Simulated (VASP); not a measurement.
# HfC (Fm-3m) in VASP: a series of runs

Aim: see how the results for HfC move with the level of theory and the settings. Levels: PBE, PBE-based screened hybrid, PBE-based global hybrid. Tasks: single point.

Program: VASP 6.6.1. These are calculated values, not measurements. Logs are shortened: lines on timing, memory, paths and dates and some standing lists are left out, and cuts for length are marked.

## Step 1: The cell of the first run

The structure is cubic, space group Fm-3m (No. 225). The conventional cell has a = 4.650 Å, b = 4.650 Å, c = 4.650 Å, α = 90.00°, β = 90.00°, γ = 90.00°. Hf (site symmetry m-3m) has 6 C at 2.33 Å within 3.1 Å. C (site symmetry m-3m) has 6 Hf at 2.33 Å within 3.1 Å.

## Step 2: Single point, PBE

Input file INCAR:

```
PREC = Accurate
ENCUT = 520
EDIFF = 1E-6
ISMEAR = 0
SIGMA = 0.05
LREAL = False
LASPH = True
NELM = 80
ALGO = Normal
ISIF = 2
LWAVE = False
LCHARG = False
GGA = PE
NBANDS = 14
```

Input file KPOINTS:

```
regular mesh
0
Gamma
  6 6 6
```

Input file POSCAR:

```
HfC
1.0
    0.0000000000      2.3250013489      2.3250013489
    2.3250013489      0.0000000000      2.3250013489
    2.3250013489      2.3250013489      0.0000000000
Hf C
1 1
Direct
    0.5000000000      0.5000000000      0.5000000000
    0.0000000000      0.0000000000      0.0000000000
```

Potentials or basis: VASP PAW PBE potentials, release 64 (Hf_pv, C).

Started as:

```bash
> cat potpaw_PBE.64/Hf_pv/POTCAR potpaw_PBE.64/C/POTCAR > POTCAR
> mpirun -np 1 vasp_std > vasp.out
```

OUTCAR:

```text
PREC = Accurate
   ENCUT = 520
   EDIFF = 1E-6
   ISMEAR = 0
   LREAL = False
   LASPH = True
   NELM = 80
   ISIF = 2
   GGA = PE

 ion  position               nearest neighbor table
   1  0.500  0.500  0.500-   2 2.33   2 2.33   2 2.33   2 2.33   2 2.33   2 2.33
   2  0.000  0.000  0.000-   1 2.33   1 2.33   1 2.33   1 2.33   1 2.33   1 2.33

  LATTYP: Found a face centered cubic cell.
 ALAT       =     4.6500026978

  Lattice vectors:

 A1 = (   0.0000000000,   2.3250013489,   2.3250013489)
 A2 = (   2.3250013489,   0.0000000000,   2.3250013489)
 A3 = (   2.3250013489,   2.3250013489,   0.0000000000)

Analysis of symmetry for initial positions (statically):
[... 5 lines left out ...]
 face centered cubic supercell.

 Subroutine GETGRP returns: Found 48 space group operations
 (whereof 48 operations were pure point group operations)
 out of a pool of 48 trial point group operations.

The static configuration has the point symmetry O_h .

Analysis of symmetry for dynamics (positions and initial velocities):
[... 5 lines left out ...]
 face centered cubic supercell.

 Subroutine GETGRP returns: Found 48 space group operations
 (whereof 48 operations were pure point group operations)
 out of a pool of 48 trial point group operations.

The dynamic configuration has the point symmetry O_h .

 Subroutine INISYM returns: Found 48 space group operations
 (whereof 48 operations are pure point group operations),
 and found     1 'primitive' translations

----------------------------------------------------------------------------------------

                                     Primitive cell

  volume of cell :      25.1362

  direct lattice vectors                    reciprocal lattice vectors
     0.000000000  2.325001349  2.325001349    -0.215053639  0.215053639  0.215053639
     2.325001349  0.000000000  2.325001349     0.215053639 -0.215053639  0.215053639
     2.325001349  2.325001349  0.000000000     0.215053639  0.215053639 -0.215053639

  length of vectors
     3.288048440  3.288048440  3.288048440     0.372483829  0.372483829  0.372483829

  position of ions in fractional coordinates (direct lattice)
     0.500000000  0.500000000  0.500000000
     0.000000000  0.000000000  0.000000000

  ion indices of the primitive-cell ions
   primitive index   ion index
                 1           1
                 2           2

----------------------------------------------------------------------------------------

 KPOINTS: regular mesh

Automatic generation of k-mesh.
 Grid dimensions read from file:
 generate k-points for:    6    6    6

 Generating k-lattice:

  Cartesian coordinates                     Fractional coordinates (reciprocal lattice)
    -0.035842273  0.035842273  0.035842273     0.166666667  0.000000000  0.000000000
     0.035842273 -0.035842273  0.035842273     0.000000000  0.166666667  0.000000000
     0.035842273  0.035842273 -0.035842273     0.000000000  0.000000000  0.166666667

  Length of vectors
     0.062080638  0.062080638  0.062080638

  Shift w.r.t. Gamma in fractional coordinates (k-lattice)
     0.000000000  0.000000000  0.000000000

 Subroutine IBZKPT returns following result:
 ===========================================

 Found     16 irreducible k-points:

 Following reciprocal coordinates:
            Coordinates               Weight
  0.000000  0.000000  0.000000      1.000000
  0.166667  0.000000  0.000000      8.000000
  0.333333  0.000000  0.000000      8.000000
  0.500000  0.000000  0.000000      4.000000
  0.166667  0.166667  0.000000      6.000000
  0.333333  0.166667  0.000000     24.000000
[... 8 lines left out ...]
 -0.333333  0.333333  0.166667     24.000000
 -0.333333  0.500000  0.166667     12.000000
   k-points           NKPTS =     16   k-points in BZ     NKDIM =     16   number of bands    NBANDS=     14
   number of dos      NEDOS =    301   number of ions     NIONS =      2
   total plane-waves  NPLWV =  13824
   dimension x,y,z NGX =    24 NGY =   24 NGZ =   24
   dimension x,y,z NGXF=    48 NGYF=   48 NGZF=   48
   ions per type =               1   1
   NGX,Y,Z   is equivalent  to a cutoff of  12.13, 12.13, 12.13 a.u.
   NGXF,Y,Z  is equivalent  to a cutoff of  24.27, 24.27, 24.27 a.u.
 SYSTEM =  unknown system
   PREC   = accura    normal or accurate (medium, high low for compatibility)
   ISTART =      0    job   : 0-new  1-cont  2-samecut
   ICHARG =      2    charge: 1-file 2-atom 10-const
   ISPIN  =      1    spin polarized calculation?
   LNONCOLLINEAR =      F non collinear calculations
   LSORBIT =      F    spin-orbit coupling
   LASPH  =      T    aspherical Exc in radial PAW
   ENCUT  =  520.0 eV  38.22 Ry    6.18 a.u.   6.11  6.11  6.11*2*pi/ulx,y,z
   NELM   =     80;   NELMIN=  2; NELMDL= -5     # of ELM steps
   EDIFF  = 0.1E-05   stopping-criterion for ELM
   LREAL  =      F    real-space projection
   EDIFFG = 0.1E-04   stopping-criterion for IOM
   NSW    =      0    number of steps for IOM
   IBRION =     -1    ionic relax: 0-MD 1-quasi-New 2-CG
   NFREE  =      0    steps in history (QN), initial steepest desc. (CG)
   ISIF   =      2    stress and relaxation
   ISYM   =      2    0-nonsym 1-usesym 2-fastsym
   POTIM  = 0.5000    time-step for ionic-motion
   TEBEG  =    0.0;   TEEND  =   0.0 temperature during run
   PSTRESS=    0.0 pullay stress
   NELECT =      14.0000    total number of electrons
   NUPDOWN=      -1.0000    fix difference up-down
   EMIN   =  10.00;   EMAX   =-10.00  energy-range for DOS
   EFERMI =   0.00;   METHOD = LEGACY
   ISMEAR =     0;   SIGMA  =   0.05  broadening in eV -4-tet -1-fermi 0-gaus
   EFERMI_NEDOS =   21; number of points for ismear=-14 and -15
   IALGO  =     38    algorithm
   IMIX   =      4    mixing-type and parameters
     AMIX     =   0.40;   BMIX     =  1.00
     AMIX_MAG =   1.60;   BMIX_MAG =  1.00
  volume/ion in A,a.u.               =      12.57        84.81
  Fermi-wavevector in a.u.,A,eV,Ry     =   1.346948  2.545363 24.684643  1.814270
  Thomas-Fermi vector in A             =   2.474739
   LORBIT       =      0    0 simple, 1 ext, 2 COOP (PROOUT), +10 PAW based schemes
   GGA     = PE    functional components
   LHFCALC =     F    Hartree Fock is set to
   AEXX    =    0.0000 exact exchange contribution
   IVDW    =     0    specifies the selected vdW correction
   LEPSILON=     F    determine dielectric tensor
   LRPA    =     F    only Hartree local field effects (RPA)
 non-spin polarized calculation
 Gauss-broadening in eV      SIGMA  =   0.05
  energy-cutoff  :      520.00
  volume of cell :       25.14
 maximum number of plane-waves:       700
   NGX = 13   NGY = 13   NGZ = 13

 number of electron      14.0000000 magnetization

 Free energy of the ion-electron system (eV)
  ---------------------------------------------------
  ext. energy  EPLUGINS =         0.00000000
  ---------------------------------------------------
  free energy    TOTEN  =       -21.03253522 eV

  energy without entropy =      -21.03222549  energy(sigma->0) =      -21.03238035

 E-fermi :   5.7986     XC(G=0): -12.2839

 val. band max:        5.7234617051   @ k =   0.1667   0.1667   0.0000
 cond. band min:       5.8634112491   @ k =   0.5000   0.5000   0.0000
 fundamental gap:      0.1399495440
 Fermi energy:         5.7986395504

 k-point     1 :       0.0000    0.0000    0.0000
  band No.  band energies     occupation
      1     -23.6197      2.00000
      2     -23.6197      2.00000
      3     -23.6197      2.00000
      4      -6.3508      2.00000
      5       6.9617      0.00000
      6       6.9617      0.00000
      7       6.9617      0.00000
      8       7.3442      0.00000
      9       7.3442      0.00000
     10       7.3442      0.00000
     11       9.3442      0.00000
     12       9.3442      0.00000
     13      12.7870      0.00000
     14      16.9539      0.00000

 k-point     2 :       0.1667    0.0000    0.0000
  band No.  band energies     occupation
      1     -23.7974      2.00000
      2     -23.6370      2.00000
      3     -23.6370      2.00000
      4      -5.6786      2.00000
      5       4.4057      2.00000
      6       5.1253      2.00000
      7       5.1253      2.00000
      8       8.2040      0.00000
      9       8.2040      0.00000
     10       8.4794      0.00000
     11      11.7364      0.00000
     12      11.7364      0.00000
     13      14.0966      0.00000
     14      18.7019      0.00000

 k-point     3 :       0.3333    0.0000    0.0000
  band No.  band energies     occupation
      1     -24.1342      2.00000
      2     -23.6713      2.00000
      3     -23.6713      2.00000
      4      -4.0139      2.00000
      5       1.5492      2.00000
      6       3.5328      2.00000
      7       3.5328      2.00000
      8       9.6432      0.00000
      9       9.9642      0.00000
     10       9.9642      0.00000
     11      14.9505      0.00000
     12      15.2081      0.00000
     13      15.2081      0.00000
     14      19.6629      0.00000
[... 188 lines left out ...]
 k-point    15 :      -0.3333    0.3333    0.1667
  band No.  band energies     occupation
      1     -24.1286      2.00000
      2     -23.9495      2.00000
      3     -23.7903      2.00000
      4      -3.4616      2.00000
      5       1.7048      2.00000
      6       3.2452      2.00000
      7       3.6429      2.00000
      8       9.6732      0.00000
      9       9.7164      0.00000
     10      12.3177      0.00000
     11      14.3856      0.00000
     12      14.6417      0.00000
     13      18.1551      0.00000
     14      19.1541      0.00000

 k-point    16 :      -0.3333    0.5000    0.1667
  band No.  band energies     occupation
      1     -24.1232      2.00000
      2     -23.9430      2.00000
      3     -23.8607      2.00000
      4      -3.9194      2.00000
      5       3.2538      2.00000
      6       3.4428      2.00000
      7       3.5799      2.00000
      8       7.9651      0.00000
      9      11.2151      0.00000
     10      12.6969      0.00000
     11      12.7138      0.00000
     12      14.4331      0.00000
     13      17.5231      0.00000
     14      19.1129      0.00000

------------------------ aborting loop because EDIFF is reached ----------------------------------------

  FORCE on cell =-STRESS in cart. coord.  units (eV):
  Direction    XX          YY          ZZ          XY          YZ          ZX
  --------------------------------------------------------------------------------------
  -------------------------------------------------------------------------------------
  Total       -0.0767308     -0.0767308     -0.0767308     -0.0000000      0.0000000      0.0000000
  in kB       -4.8908084     -4.8908084     -4.8908084     -0.0000000      0.0000000      0.0000000
  external PRESSURE =      -4.8908084 kB  Pullay stress =       0.0000000 kB

 VOLUME and BASIS-vectors are now :
 -----------------------------------------------------------------------------
  energy-cutoff  :      520.00
  volume of cell :       25.14
      direct lattice vectors                 reciprocal lattice vectors
     0.000000000  2.325001349  2.325001349    -0.215053639  0.215053639  0.215053639
     2.325001349  0.000000000  2.325001349     0.215053639 -0.215053639  0.215053639
     2.325001349  2.325001349  0.000000000     0.215053639  0.215053639 -0.215053639

 POSITION                                       TOTAL-FORCE (eV/Angst)
 -----------------------------------------------------------------------------------
      2.32500      2.32500      2.32500        -0.000000      0.000000     -0.000000
      0.00000      0.00000      0.00000         0.000000     -0.000000      0.000000
 -----------------------------------------------------------------------------------
    total drift:                                0.000000     -0.000000      0.000000

  FREE ENERGIE OF THE ION-ELECTRON SYSTEM (eV)
  ---------------------------------------------------
  free  energy   TOTEN  =       -21.0325352200 eV

  energy  without entropy=      -21.0322254854  energy(sigma->0) =      -21.03238035
```

It took 3.9 s on 1 thread of Intel Xeon Platinum 8488C (Sapphire Rapids), shared host; peak memory 0.14 GiB.

What came out:

* Free energy: -21.0325 eV
* Pressure: -0.5 GPa
* Band gap on the k mesh: zero (band 7 reaches 6.96 eV, above the bottom of band 8 at 5.60 eV)

Levels at points of the mesh, in eV from the Fermi level:
```tsv
k point	band 4	band 5	band 6	band 7	band 8	band 9	band 10	band 11
(0.00, 0.00, 0.00)	-12.15	1.16	1.16	1.16	1.55	1.55	1.55	3.55
(0.50, 0.00, 0.00)	-8.40	-5.98	-2.82	-2.82	5.47	5.47	5.94	6.71
(0.50, 0.50, 0.00)	-10.25	-2.43	-1.62	0.06	0.06	5.46	6.89	6.89
```

Caveat: the k points lie up to 0.39 Å⁻¹ apart; spin-orbit coupling is left out, which moves the levels of the heavy elements.

## Step 3: Single point, PBE-based screened hybrid

POSCAR is that of step 2.

Input file INCAR.step1:

```
SYSTEM = HfC
PREC     = Accurate       ! precision mode
ENCUT    = 520            ! plane-wave cutoff, eV
EDIFF    = 1E-5           ! SCF threshold, eV
ISMEAR   = 0              ! smearing method
SIGMA    = 0.05           ! smearing width, eV
LREAL    = .FALSE.        ! projectors in reciprocal space
LASPH    = .TRUE.         ! aspherical terms in the spheres
NELM     = 60             ! most SCF steps
ALGO     = Normal         ! electronic algorithm
ISIF     = 2              ! what is computed and relaxed
LWAVE    = .TRUE.         ! write WAVECAR
LCHARG   = .FALSE.        ! write CHGCAR
GGA      = PE             ! functional
NBANDS   = 14             ! bands
```

Input file INCAR.step2:

```
SYSTEM = HfC
PREC     = Accurate       ! precision mode
ENCUT    = 520            ! plane-wave cutoff, eV
EDIFF    = 1E-7           ! SCF threshold, eV
ISMEAR   = 0              ! smearing method
SIGMA    = 0.05           ! smearing width, eV
LREAL    = .FALSE.        ! projectors in reciprocal space
LASPH    = .TRUE.         ! aspherical terms in the spheres
NELM     = 60             ! most SCF steps
ALGO     = Normal         ! electronic algorithm
ISIF     = 2              ! what is computed and relaxed
LWAVE    = .FALSE.        ! write WAVECAR
LCHARG   = .FALSE.        ! write CHGCAR
GGA      = PE             ! functional
LHFCALC  = .TRUE.         ! exact exchange
AEXX     = 0.35           ! exact-exchange fraction
HFSCREEN = 0.20787        ! screening, 1/A
PRECFOCK = Normal       
ISTART   = 1            
NBANDS   = 14             ! bands
```

Input file KPOINTS:

```
regular mesh
0
G
  6 6 6
  0 0 0
```

Potentials or basis: VASP PAW PBE potentials, release 64 (Hf_pv, C).

Started as:

```bash
> cat potpaw_PBE.64/Hf_pv/POTCAR potpaw_PBE.64/C/POTCAR > POTCAR
> cp INCAR.step1 INCAR
> mpirun -np 1 vasp_std > vasp.out
> cp INCAR.step2 INCAR
> mpirun -np 1 vasp_std > vasp.out
```

Wall time 31 min (1 thread of Intel Xeon Platinum 8375C at 2.90GHz (Ice Lake), shared host); peak memory 0.25 GiB.

The run converged. Its results:

| Quantity | Value |
| --- | --- |
| Free energy | -25.1963 eV |
| Pressure | -5.5 GPa |
| Band gap on the k mesh | zero (band 7 reaches 6.73 eV, above the bottom of band 8 at 5.01 eV) |

Levels at points of the mesh, in eV from the Fermi level:
```tsv
k point	band 3	band 4	band 5	band 6	band 7	band 8	band 9	band 10	band 11	band 12
(0.00, 0.00, 0.00)	-32.32	-14.32	1.42	1.42	1.42	2.53	2.53	2.53	4.47	4.47
(0.50, 0.00, 0.00)	-32.38	-10.09	-7.02	-3.38	-3.38	7.01	7.01	7.58	7.80	13.62
(0.50, 0.50, 0.00)	-32.58	-12.18	-3.19	-1.28	-0.05	-0.05	6.62	8.52	8.52	10.10
```

Caveat: the k points lie up to 0.39 Å⁻¹ apart; the PAW data sets were made with another functional, which shifts forces and pressure a little; spin-orbit coupling is left out, which moves the levels of the heavy elements.

[end of part 1 of 2]
